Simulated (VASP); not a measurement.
Nb3Cd:

```
CELL_PARAMETERS angstrom
5.92990 0.00000 0.00000
-2.96495 5.13544 0.00000
0.00000 0.00000 4.75966
ATOMIC_POSITIONS crystal
Nb 0.83300 0.66600 0.25000
Nb 0.16700 0.83300 0.75000
Nb 0.33400 0.16700 0.25000
Nb 0.16700 0.33400 0.75000
Nb 0.83300 0.16700 0.25000
Nb 0.66600 0.83300 0.75000
Cd 0.33333 0.66667 0.25000
Cd 0.66667 0.33333 0.75000
```

```yaml
Program: VASP 6.6.1
Task: relaxation of cell and atoms
Functional: PBE
Potentials_or_basis: VASP PAW PBE potentials, release 64 (Nb_sv, Cd)
Cutoff: 600 eV
k_mesh: 3 × 3 × 4
Occupations: gaussian, width 0.1 eV
Spin: no spin polarisation
```

At the start: pressure 4.4 GPa; volume 18.12 Å³/atom.

Question: How do energy, volume and symmetry change on relaxing?

Answer: Over 6 steps the energy falls by 27.1 meV/atom and the volume is 18.73 Å³/atom (+3.4 %); space group P6_3/mmc (No. 194, to 0.1 Å) before and after.

Step by step:
```tsv
step	energy change (eV)	largest force (eV/Å)	pressure (GPa)	volume (Å³)
1	0.0000	0.6899	4.44	144.94
2	-0.0519	0.4717	-5.74	155.73
3	-0.1211	0.5610	-1.76	150.95
4	-0.2068	0.1977	-0.57	150.18
5	-0.2168	0.0231	0.06	149.84
6	-0.2168	0.0102	0.11	149.81
```

Final structure:
```
CELL_PARAMETERS angstrom
5.97182 0.00000 0.00000
-2.98591 5.17175 0.00000
0.00000 0.00000 4.85075
ATOMIC_POSITIONS crystal
Nb 0.83984 0.67967 0.25000
Nb 0.16016 0.83984 0.75000
Nb 0.32033 0.16016 0.25000
Nb 0.16016 0.32033 0.75000
Nb 0.83984 0.16016 0.25000
Nb 0.67967 0.83984 0.75000
Cd 0.33333 0.66667 0.25000
Cd 0.66667 0.33333 0.75000
```

Caveat: the k points lie up to 0.40 Å⁻¹ apart in the final cell, too coarse for converged energies and pressures of a metal.
